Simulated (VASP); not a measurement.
# ZnO (Pm-3m) in VASP: settings compared

The runs below take ZnO through single point, with PBE, r2SCAN.

All numbers are computed with VASP 6.6.1; they aren't measurements. Logs are shortened: lines on timing, memory, paths and dates and some standing lists are left out, and cuts for length are marked.

### Step 1. The cell of the first run

Symmetry: Pm-3m, No. 221, cubic system. The conventional cell has a = 2.741 Å, b = 2.741 Å, c = 2.741 Å, α = 90.00°, β = 90.00°, γ = 90.00°. Zn (site symmetry m-3m) has 8 O at 2.37 Å and 6 Zn at 2.74 Å within 3.1 Å. Within 3.1 Å of O (site symmetry m-3m) lie 8 Zn at 2.37 Å and 6 O at 2.74 Å.

### Step 2. Single point, PBE (volume changed by +6%)

INCAR reads:

```
  ALGO = Normal
  EDIFF = 1E-6
  ENCUT = 520
  GGA = PE
  ISIF = 2
  ISMEAR = -1
  LASPH = True
  LCHARG = False
  LREAL = False
  LWAVE = False
  NBANDS = 16
  NELM = 100
  PREC = Accurate
  SIGMA = 0.02
```

KPOINTS reads:

```
k-points
0
Gamma
  8 8 8
```

POSCAR reads:

```
ZnO
1.0
    2.7406606574      0.0000000000      0.0000000000
    0.0000000000      2.7406606574      0.0000000000
    0.0000000000      0.0000000000      2.7406606574
Zn O
1 1
Direct
    0.0000000000      0.0000000000      0.0000000000
    0.5000000000      0.5000000000      0.5000000000
```

Potentials or basis: VASP PAW PBE potentials, release 64 (Zn, O).

Started as:

```bash
> cat potpaw_PBE.64/Zn/POTCAR potpaw_PBE.64/O/POTCAR > POTCAR
> mpirun -np 1 vasp_std > vasp.out
```

OUTCAR:

```text
EDIFF = 1E-6
   ENCUT = 520
   GGA = PE
   ISIF = 2
   ISMEAR = -1
   LASPH = True
   LREAL = False
   NELM = 100
   PREC = Accurate

 ion  position               nearest neighbor table
   1  0.000  0.000  0.000-   2 2.37   2 2.37   2 2.37   2 2.37   2 2.37   2 2.37   2 2.37   2 2.37

   2  0.500  0.500  0.500-   1 2.37   1 2.37   1 2.37   1 2.37   1 2.37   1 2.37   1 2.37   1 2.37

  LATTYP: Found a simple cubic cell.
 ALAT       =     2.7406606574

  Lattice vectors:

 A1 = (   2.7406606574,   0.0000000000,   0.0000000000)
 A2 = (   0.0000000000,   2.7406606574,   0.0000000000)
 A3 = (   0.0000000000,   0.0000000000,   2.7406606574)

Analysis of symmetry for initial positions (statically):
=====================================================================
 Subroutine PRICEL returns:
 Original cell was already a primitive cell.

 Routine SETGRP: Setting up the symmetry group for a
 simple cubic supercell.

 Subroutine GETGRP returns: Found 48 space group operations
 (whereof 48 operations were pure point group operations)
 out of a pool of 48 trial point group operations.

The static configuration has the point symmetry O_h .

Analysis of symmetry for dynamics (positions and initial velocities):
=====================================================================
 Subroutine PRICEL returns:
 Original cell was already a primitive cell.

 Routine SETGRP: Setting up the symmetry group for a
 simple cubic supercell.

 Subroutine GETGRP returns: Found 48 space group operations
 (whereof 48 operations were pure point group operations)
 out of a pool of 48 trial point group operations.

The dynamic configuration has the point symmetry O_h .

 Subroutine INISYM returns: Found 48 space group operations
 (whereof 48 operations are pure point group operations),
 and found     1 'primitive' translations

----------------------------------------------------------------------------------------

                                     Primitive cell

  volume of cell :      20.5857

  direct lattice vectors                    reciprocal lattice vectors
     2.740660657  0.000000000  0.000000000     0.364875526  0.000000000  0.000000000
     0.000000000  2.740660657  0.000000000     0.000000000  0.364875526  0.000000000
     0.000000000  0.000000000  2.740660657     0.000000000  0.000000000  0.364875526

  length of vectors
     2.740660657  2.740660657  2.740660657     0.364875526  0.364875526  0.364875526

  position of ions in fractional coordinates (direct lattice)
     0.000000000  0.000000000  0.000000000
     0.500000000  0.500000000  0.500000000

  ion indices of the primitive-cell ions
   primitive index   ion index
                 1           1
                 2           2

----------------------------------------------------------------------------------------

 KPOINTS: k-points

Automatic generation of k-mesh.
 Grid dimensions read from file:
 generate k-points for:    8    8    8

 Generating k-lattice:

  Cartesian coordinates                     Fractional coordinates (reciprocal lattice)
     0.045609441  0.000000000  0.000000000     0.125000000  0.000000000  0.000000000
     0.000000000  0.045609441  0.000000000     0.000000000  0.125000000  0.000000000
     0.000000000  0.000000000  0.045609441     0.000000000  0.000000000  0.125000000

  Length of vectors
     0.045609441  0.045609441  0.045609441

  Shift w.r.t. Gamma in fractional coordinates (k-lattice)
     0.000000000  0.000000000  0.000000000

 Subroutine IBZKPT returns following result:
 ===========================================

 Found     35 irreducible k-points:

 Following reciprocal coordinates:
            Coordinates               Weight
  0.000000  0.000000  0.000000      1.000000
  0.125000  0.000000  0.000000      6.000000
  0.250000  0.000000  0.000000      6.000000
  0.375000  0.000000  0.000000      6.000000
  0.500000  0.000000  0.000000      3.000000
  0.125000  0.125000  0.000000     12.000000
[... 16 lines left out ...]
  0.375000  0.375000  0.125000     24.000000
  0.500000  0.375000  0.125000     24.000000
 [... further k-points ...]
   k-points           NKPTS =     35   k-points in BZ     NKDIM =     35   number of bands    NBANDS=     16
   number of dos      NEDOS =    301   number of ions     NIONS =      2
   total plane-waves  NPLWV =   8000
   dimension x,y,z NGX =    20 NGY =   20 NGZ =   20
   dimension x,y,z NGXF=    40 NGYF=   40 NGZF=   40
   ions per type =               1   1
   NGX,Y,Z   is equivalent  to a cutoff of  12.13, 12.13, 12.13 a.u.
   NGXF,Y,Z  is equivalent  to a cutoff of  24.26, 24.26, 24.26 a.u.
 SYSTEM =  unknown system
   PREC   = accura    normal or accurate (medium, high low for compatibility)
   ISTART =      0    job   : 0-new  1-cont  2-samecut
   ICHARG =      2    charge: 1-file 2-atom 10-const
   ISPIN  =      1    spin polarized calculation?
   LNONCOLLINEAR =      F non collinear calculations
   LSORBIT =      F    spin-orbit coupling
   LASPH  =      T    aspherical Exc in radial PAW
   ENCUT  =  520.0 eV  38.22 Ry    6.18 a.u.   5.10  5.10  5.10*2*pi/ulx,y,z
   NELM   =    100;   NELMIN=  2; NELMDL= -5     # of ELM steps
   EDIFF  = 0.1E-05   stopping-criterion for ELM
   LREAL  =      F    real-space projection
   EDIFFG = 0.1E-04   stopping-criterion for IOM
   NSW    =      0    number of steps for IOM
   IBRION =     -1    ionic relax: 0-MD 1-quasi-New 2-CG
   NFREE  =      0    steps in history (QN), initial steepest desc. (CG)
   ISIF   =      2    stress and relaxation
   ISYM   =      2    0-nonsym 1-usesym 2-fastsym
   POTIM  = 0.5000    time-step for ionic-motion
   TEBEG  =    0.0;   TEEND  =   0.0 temperature during run
   PSTRESS=    0.0 pullay stress
   NELECT =      18.0000    total number of electrons
   NUPDOWN=      -1.0000    fix difference up-down
   EMIN   =  10.00;   EMAX   =-10.00  energy-range for DOS
   EFERMI =   0.00;   METHOD = LEGACY
   ISMEAR =    -1;   SIGMA  =   0.02  broadening in eV -4-tet -1-fermi 0-gaus
   EFERMI_NEDOS =   21; number of points for ismear=-14 and -15
   IALGO  =     38    algorithm
   IMIX   =      4    mixing-type and parameters
     AMIX     =   0.40;   BMIX     =  1.00
     AMIX_MAG =   1.60;   BMIX_MAG =  1.00
  volume/ion in A,a.u.               =      10.29        69.46
  Fermi-wavevector in a.u.,A,eV,Ry     =   1.565466  2.958302 33.343592  2.450685
  Thomas-Fermi vector in A             =   2.667938
   LORBIT       =      0    0 simple, 1 ext, 2 COOP (PROOUT), +10 PAW based schemes
   GGA     = PE    functional components
[... 5 lines left out ...]
 non-spin polarized calculation
  energy-cutoff  :      520.00
  volume of cell :       20.59
 maximum number of plane-waves:       568
   NGX = 11   NGY = 11   NGZ = 11

 number of electron      17.9999964 magnetization

 Free energy of the ion-electron system (eV)
  ---------------------------------------------------
  ext. energy  EPLUGINS =         0.00000000
  ---------------------------------------------------
  free energy    TOTEN  =        -7.46659239 eV

  energy without entropy =       -7.46625736  energy(sigma->0) =       -7.46642488

 E-fermi :   2.6473     XC(G=0): -12.1737

 val. band max:        2.5953711661   @ k =   0.5000   0.0000   0.0000
 cond. band min:       3.1467065153   @ k =   0.1250   0.0000   0.0000
 fundamental gap:      0.5513353492
 Fermi energy:         2.6472720266

 k-point     1 :       0.0000    0.0000    0.0000
  band No.  band energies     occupation
      1     -15.4183      2.00000
      2      -3.7266      2.00000
      3      -3.7266      2.00000
      4      -2.7592      2.00000
      5      -2.7592      2.00000
      6      -2.7592      2.00000
[... 8 lines left out ...]
     15      19.1852      0.00000
     16      33.6246      0.00000

 k-point     2 :       0.1250    0.0000    0.0000
  band No.  band energies     occupation
      1     -15.2816      2.00000
      2      -3.7097      2.00000
      3      -3.7039      2.00000
      4      -2.8432      2.00000
      5      -2.8432      2.00000
      6      -2.7548      2.00000
[... 8 lines left out ...]
     15      20.7973      0.00000
     16      29.9473      0.00000

 k-point     3 :       0.2500    0.0000    0.0000
  band No.  band energies     occupation
      1     -14.9224      2.00000
      2      -3.8916      2.00000
      3      -3.6687      2.00000
      4      -3.0293      2.00000
      5      -3.0293      2.00000
      6      -2.7442      2.00000
[... 8 lines left out ...]
     15      23.7588      0.00000
     16      26.2403      0.00000

 k-point     4 :       0.3750    0.0000    0.0000
  band No.  band energies     occupation
      1     -14.5134      2.00000
      2      -4.5871      2.00000
      3      -3.6276      2.00000
      4      -3.1969      2.00000
      5      -3.1969      2.00000
      6      -2.7335      2.00000
[... 8 lines left out ...]
     15      23.2473      0.00000
     16      27.1574      0.00000

 k-point     5 :       0.5000    0.0000    0.0000
  band No.  band energies     occupation
      1     -14.3248      2.00000
      2      -4.9824      2.00000
      3      -3.6104      2.00000
      4      -3.2620      2.00000
      5      -3.2620      2.00000
      6      -2.7291      2.00000
[... 8 lines left out ...]
     15      21.5504      0.00000
     16      29.1963      0.00000

 k-point     6 :       0.1250    0.1250    0.0000
  band No.  band energies     occupation
      1     -15.1498      2.00000
      2      -3.6984      2.00000
      3      -3.6534      2.00000
      4      -2.9400      2.00000
      5      -2.8694      2.00000
      6      -2.7942      2.00000
[... 8 lines left out ...]
     15      22.0641      0.00000
     16      27.8662      0.00000

 k-point     7 :       0.2500    0.1250    0.0000
  band No.  band energies     occupation
      1     -14.8064      2.00000
      2      -3.8194      2.00000
      3      -3.6124      2.00000
      4      -3.1008      2.00000
      5      -3.0165      2.00000
      6      -2.7936      2.00000
[... 8 lines left out ...]
     15      24.6970      0.00000
     16      25.7703      0.00000

 k-point     8 :       0.3750    0.1250    0.0000
  band No.  band energies     occupation
      1     -14.4181      2.00000
      2      -4.4009      2.00000
      3      -3.5712      2.00000
      4      -3.2061      2.00000
      5      -3.1658      2.00000
      6      -2.7773      2.00000
[... 8 lines left out ...]
     15      24.2096      0.00000
     16      28.1212      0.00000

 k-point     9 :       0.5000    0.1250    0.0000
  band No.  band energies     occupation
      1     -14.2400      2.00000
      2      -4.7483      2.00000
      3      -3.5483      2.00000
      4      -3.2658      2.00000
      5      -3.2249      2.00000
      6      -2.7700      2.00000
[... 8 lines left out ...]
     15      23.6989      0.00000
     16      27.9233      0.00000
[... 172 lines left out ...]
 k-point    19 :       0.5000    0.1250    0.1250
  band No.  band energies     occupation
      1     -14.1542      2.00000
      2      -4.5355      2.00000
      3      -3.4864      2.00000
      4      -3.3904      2.00000
      5      -3.0914      2.00000
      6      -2.8186      2.00000
[... 8 lines left out ...]
     15      25.3093      0.00000
     16      25.5429      0.00000

 k-point    20 :       0.2500    0.2500    0.1250
  band No.  band energies     occupation
      1     -14.4025      2.00000
      2      -3.6750      2.00000
      3      -3.4351      2.00000
      4      -3.1900      2.00000
      5      -3.0067      2.00000
      6      -2.9725      2.00000
[... 8 lines left out ...]
     15      24.2469      0.00000
     16      26.5814      0.00000

 k-point    21 :       0.3750    0.2500    0.1250
  band No.  band energies     occupation
      1     -14.0805      2.00000
      2      -3.8589      2.00000
      3      -3.4346      2.00000
      4      -3.2905      2.00000
      5      -2.9666      2.00000
      6      -2.9274      2.00000
[... 8 lines left out ...]
     15      24.1613      0.00000
     16      27.3209      0.00000

 k-point    22 :       0.5000    0.2500    0.1250
  band No.  band energies     occupation
      1     -13.9358      2.00000
      2      -4.0153      2.00000
      3      -3.4817      2.00000
      4      -3.3166      2.00000
      5      -2.9801      2.00000
      6      -2.8991      2.00000
[... 8 lines left out ...]
     15      23.8098      0.00000
     16      27.9377      0.00000

 k-point    23 :       0.3750    0.3750    0.1250
  band No.  band energies     occupation
      1     -13.8168      2.00000
      2      -3.6853      2.00000
      3      -3.3347      2.00000
      4      -3.2833      2.00000
      5      -2.9488      2.00000
      6      -2.8127      2.00000
[... 8 lines left out ...]
     15      24.1431      0.00000
     16      25.9754      0.00000

 k-point    24 :       0.5000    0.3750    0.1250
  band No.  band energies     occupation
      1     -13.7002      2.00000
      2      -3.5692      2.00000
      3      -3.4640      2.00000
      4      -3.2393      2.00000
      5      -3.0015      2.00000
      6      -2.7280      2.00000
[... 8 lines left out ...]
     15      23.9070      0.00000
     16      25.2523      0.00000

 [... further k-points ...]

------------------------ aborting loop because EDIFF is reached ----------------------------------------

  FORCE on cell =-STRESS in cart. coord.  units (eV):
  Direction    XX          YY          ZZ          XY          YZ          ZX
  --------------------------------------------------------------------------------------
  -------------------------------------------------------------------------------------
  Total       -0.9870805     -0.9870805     -0.9870805     -0.0000000      0.0000000     -0.0000000
  in kB      -76.8240756    -76.8240756    -76.8240756     -0.0000000      0.0000000     -0.0000000
  external PRESSURE =     -76.8240756 kB  Pullay stress =       0.0000000 kB

 VOLUME and BASIS-vectors are now :
 -----------------------------------------------------------------------------
  energy-cutoff  :      520.00
  volume of cell :       20.59
      direct lattice vectors                 reciprocal lattice vectors
     2.740660657  0.000000000  0.000000000     0.364875526  0.000000000  0.000000000
     0.000000000  2.740660657  0.000000000     0.000000000  0.364875526  0.000000000
     0.000000000  0.000000000  2.740660657     0.000000000  0.000000000  0.364875526

 POSITION                                       TOTAL-FORCE (eV/Angst)
 -----------------------------------------------------------------------------------
      0.00000      0.00000      0.00000         0.000000      0.000000      0.000000
      1.37033      1.37033      1.37033         0.000000      0.000000      0.000000
 -----------------------------------------------------------------------------------
    total drift:                                0.000000      0.000000      0.000000

  FREE ENERGIE OF THE ION-ELECTRON SYSTEM (eV)
  ---------------------------------------------------
  free  energy   TOTEN  =        -7.4665923883 eV

  energy  without entropy=       -7.4662573619  energy(sigma->0) =       -7.46642488
```

Run time: 6.2 s. Hardware: 1 thread of Intel Xeon 6975P-C, shared host; peak memory 0.13 GiB.

What came out:

* Free energy: -7.4666 eV
* Pressure: -7.7 GPa
* Band gap on the k mesh: zero (band 9 reaches 2.60 eV, above the bottom of band 10 at 1.54 eV)

### Step 3. Single point, r2SCAN (volume changed by -6%)

POSCAR reads:

```
ZnO
1.0
    2.5921523134      0.0000000000      0.0000000000
    0.0000000000      2.5921523134      0.0000000000
    0.0000000000      0.0000000000      2.5921523134
Zn O
1 1
Direct
    0.0000000000      0.0000000000      0.0000000000
    0.5000000000      0.5000000000      0.5000000000
```

INCAR.step1 reads:

```
PREC = Accurate
ENCUT = 520
ISMEAR = -1
SIGMA = 0.02
LREAL = F
LASPH = T
NELM = 80
NBANDS = 16
GGA = PE
ALGO = Normal
EDIFF = 1E-4
LWAVE = T
LCHARG = F
```

INCAR.step2 reads:

```
PREC = Accurate
ENCUT = 520
EDIFF = 1E-7
ISMEAR = -1
SIGMA = 0.02
LREAL = F
LASPH = T
NELM = 80
ALGO = Normal
ISIF = 2
LWAVE = F
LCHARG = T
METAGGA = R2SCAN
LMIXTAU = T
LELF = T
LVHAR = T
NBANDS = 16
ISTART = 1
```

KPOINTS reads:

```
Automatic mesh
0
Gamma
  8 8 8
```

Potentials or basis: VASP PAW PBE potentials, release 64 (Zn, O).

Started as:

```bash
> cat potpaw_PBE.64/Zn/POTCAR potpaw_PBE.64/O/POTCAR > POTCAR
> cp INCAR.step1 INCAR
> mpirun -np 1 vasp_std > vasp.out
> cp INCAR.step2 INCAR
> mpirun -np 1 vasp_std > vasp.out
```

Run time: 29 s. Hardware: 1 thread of Intel Xeon 6975P-C, shared host; peak memory 0.13 GiB.

It converged, with:

```
Free energy            : -16.6290 eV
Pressure               : 15.0 GPa
Band gap on the k mesh : 0.34 eV, indirect (least direct gap 1.83 eV)
```

Levels at points of the mesh, in eV from the valence-band top:
| k point | band 7 | band 8 | band 9 | band 10 | band 11 | band 12 |
| --- | --- | --- | --- | --- | --- | --- |
| (0.00, 0.00, 0.00) | -1.49 | -1.49 | -1.49 | 0.34 | 15.49 | 15.49 |
| (0.50, 0.00, 0.00) | -4.66 | 0.00 | 0.00 | 6.44 | 8.14 | 17.57 |
| (0.50, 0.50, 0.00) | -5.64 | -5.23 | -0.27 | 3.61 | 11.91 | 11.91 |
| (0.50, 0.50, 0.50) | -1.49 | -1.49 | -1.49 | 6.35 | 6.35 | 6.35 |

Caveat: the PAW data sets were made with another functional, which shifts forces and pressure a little. A k mesh can miss the band edges.

(Part 1 of 2 ends here.)
